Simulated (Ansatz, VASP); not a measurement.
**One calculation of Al12H, two programs**

```xyz
13
Lattice="5.6315 0.0000 0.0000 -2.8157 4.8770 0.0000 0.0000 0.0000 21.6684" Properties=species:S:1:pos:R:3 pbc="T T T"
Al    1.4079    0.8128    4.0000
Al    0.0000    3.2513    4.0000
Al    4.2236    0.8128    4.0000
Al    2.8157    3.2513    4.0000
Al    0.0000    1.6257    6.2849
Al   -1.4079    4.0642    6.2849
Al    2.8157    1.6257    6.2849
Al    1.4079    4.0642    6.2849
Al    0.0000    0.0000    8.5684
Al   -1.4079    2.4385    8.5684
Al    2.8157    0.0000    8.5684
Al    1.4079    2.4385    8.5684
H    -0.4693    0.8128   11.3684
```

Alike in both runs: task single point; functional PBE; dispersion D3(BJ); k mesh 6 × 6 × 1; occupations gaussian, width 0.1 eV; no spin polarisation.

```csv
,VASP,Ansatz
version,VASP 6.6.1,Ansatz 0.2.0
potentials or method,"VASP PAW PBE potentials, release 64 (Al, H), cutoff 520 eV","scalar-relativistic, plane waves, PAW"
valence electrons in the cell,37,37
```

|  | VASP | Ansatz | Ansatz less VASP |
| --- | --- | --- | --- |
| gap on the k mesh at the Fermi level (eV) | none | none | - |
| rms of the force components (eV/Å) | 0.255 | 0.255 | 0.0000 |
| work function, face that differs most (eV) | 3.95 | 3.95 | -0.002 |

Atom by atom the forces differ by 0.000 eV/Å (rms over components). A gap of «none» marks a metal or a gap that the smearing closes.
